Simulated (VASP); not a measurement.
# LiMo2 (Fd-3m) in VASP: notebook

Runs on LiMo2. Level: PBE. Tasks: single point, relaxation of cell and atoms.

Everything below comes from runs of VASP 6.6.1. Logs are shortened: lines on timing, memory, paths and dates and some standing lists are left out, and cuts for length are marked.

**1. The cell of the first run**

It takes space group Fd-3m (No. 227, cubic). The conventional cell has a = 7.421 Å, b = 7.421 Å, c = 7.421 Å, α = 90.00°, β = 90.00°, γ = 90.00°. Li (site symmetry -43m) has 12 Mo at 3.08 Å and 4 Li at 3.21 Å within 4.0 Å. Within 3.5 Å of Mo (site symmetry -3m) lie 6 Mo at 2.62 Å and 6 Li at 3.08 Å.

The cell was built from a structure type or drawn by symmetry, and may not be a known phase.

**2. Single point, PBE**

Input file INCAR:

```
PREC = Accurate ; ENCUT = 520
EDIFF = 1E-6 ; ISMEAR = 0
SIGMA = 0.1 ; LREAL = F
LASPH = T ; NELM = 60
ALGO = Fast ; ISIF = 2
LWAVE = F ; LCHARG = F
GGA = PE ; NBANDS = 40
```

Input file KPOINTS:

```
regular mesh
0
Gamma
  10 10 10
```

Input file POSCAR:

```
LiMo2
1.0
    0.0000000000      3.7102516145      3.7102516145
    3.7102516145      0.0000000000      3.7102516145
    3.7102516145      3.7102516145      0.0000000000
Li Mo
2 4
Direct
    0.0000000000      0.0000000000      0.0000000000
    0.2500000000      0.2500000000      0.2500000000
    0.6250000000      0.1250000000      0.6250000000
    0.6250000000      0.6250000000      0.1250000000
    0.1250000000      0.6250000000      0.6250000000
    0.6250000000      0.6250000000      0.6250000000
```

Potentials or basis: VASP PAW PBE potentials, release 64 (Li_sv, Mo_sv).

Started as:

```bash
$ cat potpaw_PBE.64/Li_sv/POTCAR potpaw_PBE.64/Mo_sv/POTCAR > POTCAR
$ mpirun -np 1 vasp_std > vasp.out
```

OUTCAR:

```text
PREC = Accurate
   ENCUT = 520
   EDIFF = 1E-6
   ISMEAR = 0
   LREAL = F
   LASPH = T
   NELM = 60
   ISIF = 2
   GGA = PE

 ion  position               nearest neighbor table
   1  0.000  0.000  0.000-
   2  0.250  0.250  0.250-
   3  0.625  0.125  0.625-   6 2.62   4 2.62   4 2.62   5 2.62   6 2.62   5 2.62
   4  0.625  0.625  0.125-   6 2.62   3 2.62   5 2.62   6 2.62   3 2.62   5 2.62
   5  0.125  0.625  0.625-   6 2.62   4 2.62   3 2.62   3 2.62   4 2.62   6 2.62
   6  0.625  0.625  0.625-   3 2.62   4 2.62   5 2.62   4 2.62   3 2.62   5 2.62

  LATTYP: Found a face centered cubic cell.
 ALAT       =     7.4205032290

  Lattice vectors:

 A1 = (   0.0000000000,   3.7102516145,   3.7102516145)
 A2 = (   3.7102516145,   0.0000000000,   3.7102516145)
 A3 = (   3.7102516145,   3.7102516145,   0.0000000000)

Analysis of symmetry for initial positions (statically):
=====================================================================
 Subroutine PRICEL returns:
 Original cell was already a primitive cell.

 Routine SETGRP: Setting up the symmetry group for a
 face centered cubic supercell.

 Subroutine GETGRP returns: Found 48 space group operations
 (whereof 24 operations were pure point group operations)
 out of a pool of 48 trial point group operations.

The static configuration has the point symmetry T_d .
 The point group associated with its full space group is O_h .

Analysis of symmetry for dynamics (positions and initial velocities):
=====================================================================
 Subroutine PRICEL returns:
 Original cell was already a primitive cell.

 Routine SETGRP: Setting up the symmetry group for a
 face centered cubic supercell.

 Subroutine GETGRP returns: Found 48 space group operations
 (whereof 24 operations were pure point group operations)
 out of a pool of 48 trial point group operations.

The dynamic configuration has the point symmetry T_d .
 The point group associated with its full space group is O_h .

 Subroutine INISYM returns: Found 48 space group operations
 (whereof 24 operations are pure point group operations),
 and found     1 'primitive' translations

----------------------------------------------------------------------------------------

                                     Primitive cell

  volume of cell :     102.1504

  direct lattice vectors                    reciprocal lattice vectors
     0.000000000  3.710251615  3.710251615    -0.134761750  0.134761750  0.134761750
     3.710251615  0.000000000  3.710251615     0.134761750 -0.134761750  0.134761750
     3.710251615  3.710251615  0.000000000     0.134761750  0.134761750 -0.134761750

  length of vectors
     5.247088153  5.247088153  5.247088153     0.233414198  0.233414198  0.233414198

  position of ions in fractional coordinates (direct lattice)
     0.000000000  0.000000000  0.000000000
     0.250000000  0.250000000  0.250000000
     0.625000000  0.125000000  0.625000000
     0.625000000  0.625000000  0.125000000
     0.125000000  0.625000000  0.625000000
     0.625000000  0.625000000  0.625000000

  ion indices of the primitive-cell ions
   primitive index   ion index
                 1           1
                 2           2
                 3           3
                 4           4
                 5           5
                 6           6

----------------------------------------------------------------------------------------

 KPOINTS: regular mesh

Automatic generation of k-mesh.
 Grid dimensions read from file:
 generate k-points for:   10   10   10

 Generating k-lattice:

  Cartesian coordinates                     Fractional coordinates (reciprocal lattice)
    -0.013476175  0.013476175  0.013476175     0.100000000  0.000000000  0.000000000
     0.013476175 -0.013476175  0.013476175     0.000000000  0.100000000  0.000000000
     0.013476175  0.013476175 -0.013476175     0.000000000  0.000000000  0.100000000

  Length of vectors
     0.023341420  0.023341420  0.023341420

  Shift w.r.t. Gamma in fractional coordinates (k-lattice)
     0.000000000  0.000000000  0.000000000

 Subroutine IBZKPT returns following result:
 ===========================================

 Found     47 irreducible k-points:

 Following reciprocal coordinates:
            Coordinates               Weight
  0.000000  0.000000  0.000000      1.000000
  0.100000  0.000000  0.000000      8.000000
  0.200000  0.000000  0.000000      8.000000
  0.300000  0.000000  0.000000      8.000000
  0.400000  0.000000  0.000000      8.000000
  0.500000  0.000000  0.000000      4.000000
[... 16 lines left out ...]
  0.300000  0.300000  0.000000      6.000000
  0.400000  0.300000  0.000000     24.000000
 [... further k-points ...]
   k-points           NKPTS =     47   k-points in BZ     NKDIM =     47   number of bands    NBANDS=     40
   number of dos      NEDOS =    301   number of ions     NIONS =      6
   total plane-waves  NPLWV =  64000
   dimension x,y,z NGX =    40 NGY =   40 NGZ =   40
   dimension x,y,z NGXF=    80 NGYF=   80 NGZF=   80
   ions per type =               2   4
   NGX,Y,Z   is equivalent  to a cutoff of  12.67, 12.67, 12.67 a.u.
   NGXF,Y,Z  is equivalent  to a cutoff of  25.35, 25.35, 25.35 a.u.
 SYSTEM =  unknown system
   PREC   = accura    normal or accurate (medium, high low for compatibility)
   ISTART =      0    job   : 0-new  1-cont  2-samecut
   ICHARG =      2    charge: 1-file 2-atom 10-const
   ISPIN  =      1    spin polarized calculation?
   LNONCOLLINEAR =      F non collinear calculations
   LSORBIT =      F    spin-orbit coupling
   LASPH  =      T    aspherical Exc in radial PAW
   ENCUT  =  520.0 eV  38.22 Ry    6.18 a.u.   9.76  9.76  9.76*2*pi/ulx,y,z
   NELM   =     60;   NELMIN=  2; NELMDL= -5     # of ELM steps
   EDIFF  = 0.1E-05   stopping-criterion for ELM
   LREAL  =      F    real-space projection
   EDIFFG = 0.1E-04   stopping-criterion for IOM
   NSW    =      0    number of steps for IOM
   IBRION =     -1    ionic relax: 0-MD 1-quasi-New 2-CG
   NFREE  =      0    steps in history (QN), initial steepest desc. (CG)
   ISIF   =      2    stress and relaxation
   ISYM   =      2    0-nonsym 1-usesym 2-fastsym
   POTIM  = 0.5000    time-step for ionic-motion
   TEBEG  =    0.0;   TEEND  =   0.0 temperature during run
   PSTRESS=    0.0 pullay stress
   NELECT =      62.0000    total number of electrons
   NUPDOWN=      -1.0000    fix difference up-down
   EMIN   =  10.00;   EMAX   =-10.00  energy-range for DOS
   EFERMI =   0.00;   METHOD = LEGACY
   ISMEAR =     0;   SIGMA  =   0.10  broadening in eV -4-tet -1-fermi 0-gaus
   EFERMI_NEDOS =   21; number of points for ismear=-14 and -15
   IALGO  =     68    algorithm
   IMIX   =      4    mixing-type and parameters
     AMIX     =   0.40;   BMIX     =  1.00
     AMIX_MAG =   1.60;   BMIX_MAG =  1.00
  volume/ion in A,a.u.               =      17.03       114.89
  Fermi-wavevector in a.u.,A,eV,Ry     =   1.386092  2.619334 26.140204  1.921251
  Thomas-Fermi vector in A             =   2.510440
   LORBIT       =      0    0 simple, 1 ext, 2 COOP (PROOUT), +10 PAW based schemes
   GGA     = PE    functional components
   LHFCALC =     F    Hartree Fock is set to
   AEXX    =    0.0000 exact exchange contribution
   IVDW    =     0    specifies the selected vdW correction
   LEPSILON=     F    determine dielectric tensor
   LRPA    =     F    only Hartree local field effects (RPA)
 non-spin polarized calculation
 RMM-DIIS sequential band-by-band and
 Gauss-broadening in eV      SIGMA  =   0.10
  energy-cutoff  :      520.00
  volume of cell :      102.15
 maximum number of plane-waves:      2778
   NGX = 19   NGY = 19   NGZ = 19

 number of electron      62.0000033 magnetization

 Free energy of the ion-electron system (eV)
  ---------------------------------------------------
  ext. energy  EPLUGINS =         0.00000000
  ---------------------------------------------------
  free energy    TOTEN  =       -43.75773427 eV

  energy without entropy =      -43.73020917  energy(sigma->0) =      -43.74397172

 E-fermi :   7.4151     XC(G=0): -11.0782

 val. band max:        7.4052677507   @ k =  -0.4000   0.3000   0.1000
 cond. band min:       7.4199014941   @ k =  -0.3000   0.1000   0.0000
 fundamental gap:      0.0146337434
 Fermi energy:         7.4151188780

 k-point     1 :       0.0000    0.0000    0.0000
  band No.  band energies     occupation
      1     -53.5218      2.00000
      2     -53.1697      2.00000
      3     -53.1697      2.00000
      4     -53.1697      2.00000
      5     -37.5297      2.00000
      6     -37.5222      2.00000
[... 32 lines left out ...]
     39       9.9545      0.00000
     40      11.5119      0.00000

 k-point     2 :       0.1000    0.0000    0.0000
  band No.  band energies     occupation
      1     -53.5156      2.00000
      2     -53.1763      2.00000
      3     -53.1697      2.00000
      4     -53.1697      2.00000
      5     -37.5295      2.00000
      6     -37.5223      2.00000
[... 32 lines left out ...]
     39      10.3929      0.00000
     40      11.4859      0.00000

 k-point     3 :       0.2000    0.0000    0.0000
  band No.  band energies     occupation
      1     -53.4981      2.00000
      2     -53.1951      2.00000
      3     -53.1698      2.00000
      4     -53.1698      2.00000
      5     -37.5292      2.00000
      6     -37.5228      2.00000
[... 32 lines left out ...]
     39      10.5732      0.00000
     40      11.6120      0.00000

 k-point     4 :       0.3000    0.0000    0.0000
  band No.  band energies     occupation
      1     -53.4728      2.00000
      2     -53.2218      2.00000
      3     -53.1699      2.00000
      4     -53.1699      2.00000
      5     -37.5287      2.00000
      6     -37.5233      2.00000
[... 32 lines left out ...]
     39      10.1892      0.00000
     40      11.4719      0.00000
[... 772 lines left out ...]
     39      10.6604      0.00000
     40      10.8573      0.00000

 k-point    23 :       0.3000    0.3000    0.0000
  band No.  band energies     occupation
      1     -53.4512      2.00000
      2     -53.2442      2.00000
      3     -53.1701      2.00000
      4     -53.1701      2.00000
      5     -37.5283      2.00000
      6     -37.5239      2.00000
[... 32 lines left out ...]
     39       9.9391      0.00000
     40      10.3587      0.00000

 k-point    24 :       0.4000    0.3000    0.0000
  band No.  band energies     occupation
      1     -53.4262      2.00000
      2     -53.2701      2.00000
      3     -53.1702      2.00000
      4     -53.1701      2.00000
      5     -37.5278      2.00000
      6     -37.5244      2.00000
[... 32 lines left out ...]
     39       9.8681      0.00000
     40      10.3229      0.00000

 [... further k-points ...]
[... 5 lines left out ...]
  --------------------------------------------------------------------------------------
  -------------------------------------------------------------------------------------
  Total        0.1326130      0.1326130      0.1326130      0.0000000     -0.0000000      0.0000000
  in kB        2.0799683      2.0799683      2.0799683      0.0000000     -0.0000000      0.0000000
  external PRESSURE =       2.0799683 kB  Pullay stress =       0.0000000 kB

 VOLUME and BASIS-vectors are now :
 -----------------------------------------------------------------------------
  energy-cutoff  :      520.00
  volume of cell :      102.15
      direct lattice vectors                 reciprocal lattice vectors
     0.000000000  3.710251615  3.710251615    -0.134761750  0.134761750  0.134761750
     3.710251615  0.000000000  3.710251615     0.134761750 -0.134761750  0.134761750
     3.710251615  3.710251615  0.000000000     0.134761750  0.134761750 -0.134761750

 POSITION                                       TOTAL-FORCE (eV/Angst)
 -----------------------------------------------------------------------------------
      0.00000      0.00000      0.00000        -0.000000     -0.000000     -0.000000
      1.85513      1.85513      1.85513         0.000000      0.000000      0.000000
      2.78269      4.63781      2.78269        -0.000000     -0.000000      0.000000
      2.78269      2.78269      4.63781        -0.000000     -0.000000      0.000000
      4.63781      2.78269      2.78269        -0.000000     -0.000000      0.000000
      4.63781      4.63781      4.63781        -0.000000     -0.000000     -0.000000
 -----------------------------------------------------------------------------------
    total drift:                                0.000000      0.000000      0.000000

  FREE ENERGIE OF THE ION-ELECTRON SYSTEM (eV)
  ---------------------------------------------------
  free  energy   TOTEN  =       -43.7577342662 eV

  energy  without entropy=      -43.7302091712  energy(sigma->0) =      -43.74397172
```

Wall time 4.7 min (1 thread of Intel Xeon 6975P-C (Granite Rapids), shared host); peak memory 0.33 GiB.

What came out:

```yaml
Free_energy: -43.7577 eV
Band_gap_on_the_k_mesh: zero (bands 31 and 32 overlap by 2.68 eV)
```

Levels at points of the mesh, in eV from the Fermi level:
```tsv
k point	band 27	band 28	band 29	band 30	band 31	band 32	band 33	band 34	band 35	band 36
(0.00, 0.00, 0.00)	-2.58	-2.58	1.98	1.98	1.98	2.19	2.19	2.19	2.32	2.32
(0.50, 0.00, 0.00)	-1.27	-1.27	-0.82	-0.81	-0.53	-0.53	0.07	0.07	1.83	2.02
(0.50, 0.50, 0.00)	-1.32	-1.32	-0.68	-0.68	-0.44	-0.44	-0.16	-0.16	0.06	0.06
```

Caveat: the cutoff is under 1.25 times the usual one of these potentials, so pressure, stress and relaxed cells hold a basis-set (Pulay) error.

(Part 1 of 2 ends here.)
